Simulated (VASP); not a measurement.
Set up this calculation in VASP 6.6.1, as the native input.

| Item | Value |
| --- | --- |
| Task | single point |
| Functional | PBE0 |
| Potentials or basis | VASP PAW PBE potentials, release 64 (Pb_d, Se) |
| Cutoff | 520 eV |
| k mesh | 4 × 4 × 4 |
| Occupations | gaussian, width 0.01 eV |
| Spin | no spin polarisation |
| Dipole correction | no |
| Grid for exact exchange (PRECFOCK) | Normal |
| Further INCAR settings | ALGO = Normal; EDIFF = 1e-06; NBANDS = 17 |
| Share of exact exchange | 0.25 |

Crystal: PbSe.

```
Pb Se
1.0
     0.00000    3.42320    3.42320
     3.42320    0.00000    3.42320
     3.42320    3.42320    0.00000
Pb Se
1 1
Direct
  0.00000 0.00000 0.00000
  0.25000 0.25000 0.25000
```

These files were run (other wordings do the same):

POSCAR

```
PbSe
1.0
    0.0000000000      3.4232041310      3.4232041310
    3.4232041310      0.0000000000      3.4232041310
    3.4232041310      3.4232041310      0.0000000000
Pb Se
1 1
Direct
    0.0000000000      0.0000000000      0.0000000000
    0.2500000000      0.2500000000      0.2500000000
```

INCAR.step1

```
SYSTEM = PbSe
ALGO = Normal
EDIFF = 1E-5
ENCUT = 520
GGA = PE
ISIF = 2
ISMEAR = 0
LASPH = .TRUE.
LCHARG = .FALSE.
LREAL = .FALSE.
LWAVE = .TRUE.
NBANDS = 17
NELM = 60
PREC = Accurate
SIGMA = 0.01
```

INCAR.step2

```
SYSTEM = PbSe
AEXX = 0.25
ALGO = Normal
EDIFF = 1E-6
ENCUT = 520
GGA = PE
ISIF = 2
ISMEAR = 0
ISTART = 1
LASPH = .TRUE.
LCHARG = .FALSE.
LHFCALC = .TRUE.
LREAL = .FALSE.
LWAVE = .FALSE.
NBANDS = 17
NELM = 60
PREC = Accurate
PRECFOCK = Normal
SIGMA = 0.01
```

KPOINTS

```
k-points
0
G
  4 4 4
  0 0 0
```

Potentials or basis: VASP PAW PBE potentials, release 64 (Pb_d, Se).

Run with:

```sh
$ cat potpaw_PBE.64/Pb_d/POTCAR potpaw_PBE.64/Se/POTCAR > POTCAR
$ cp INCAR.step1 INCAR
$ mpirun -np 1 vasp_std > vasp.out
$ cp INCAR.step2 INCAR
$ mpirun -np 1 vasp_std > vasp.out
```

It gave:

* Pressure: 0.0 GPa
* Band gap on the k mesh: 1.73 eV (least direct gap 2.33 eV)

Caveat: the structure was generated, so it needn't be the stable form of PbSe; the PAW data sets were made with another functional, which shifts forces and pressure a little; spin-orbit coupling is left out, which moves the levels of the heavy elements.

Run time: 11 min on 1 thread of Intel(R) Xeon(R) Platinum 8488C (Sapphire Rapids), on a shared host, peak memory 0.22 GiB.
